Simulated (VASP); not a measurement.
Here is a VASP 6.6.1 calculation.

File INCAR:

```
SYSTEM = MoS2
ALGO = Normal
EDIFF = 1E-7
ENCUT = 520
GGA = PS
ISIF = 2
ISMEAR = 0
LASPH = .TRUE.
LCHARG = .TRUE.
LELF = .TRUE.
LREAL = .FALSE.
LVHAR = .TRUE.
LWAVE = .FALSE.
NBANDS = 20
NELM = 80
PREC = Accurate
SIGMA = 0.05
```

The input KPOINTS:

```
k-points
0
G
  10 10 5
  0 0 0
```

Contents of POSCAR:

```
MoS2
1.0
    3.3113325112      0.0000000000      0.0000000000
   -1.6556657426      2.8676973776      0.0000000000
    0.0000000000      0.0000000000      6.4765061964
Mo S
1 2
Direct
    0.0000000000      0.0000000000      0.5000000000
    0.3333333333      0.6666666667      0.2553190000
    0.6666666667      0.3333333333      0.7446810000
```

Potentials or basis: VASP PAW PBE potentials, release 64 (Mo_sv, S).

Run with:

```bash
$ cat potpaw_PBE.64/Mo_sv/POTCAR potpaw_PBE.64/S/POTCAR > POTCAR
$ mpirun -np 1 vasp_std > vasp.out
```

Predict the band gap on the k mesh.

zero (bands 13 and 14 overlap by 0.77 eV).

Predict the largest force.

1.064 eV/Å.

What does it give for the pressure?

-11.6 GPa.

Forces in eV/Å, atoms in the order of the input:
```
Mo   0.000  0.000  0.000
S    0.000  0.000  1.064
S    0.000  0.000 -1.064
```

Caveat: the cell stands under tension; the PAW data sets were made with another functional, which shifts forces and pressure a little; this functional lacks dispersion, which binds layers or chains, so the pressure and a relaxed spacing across them are unreliable.
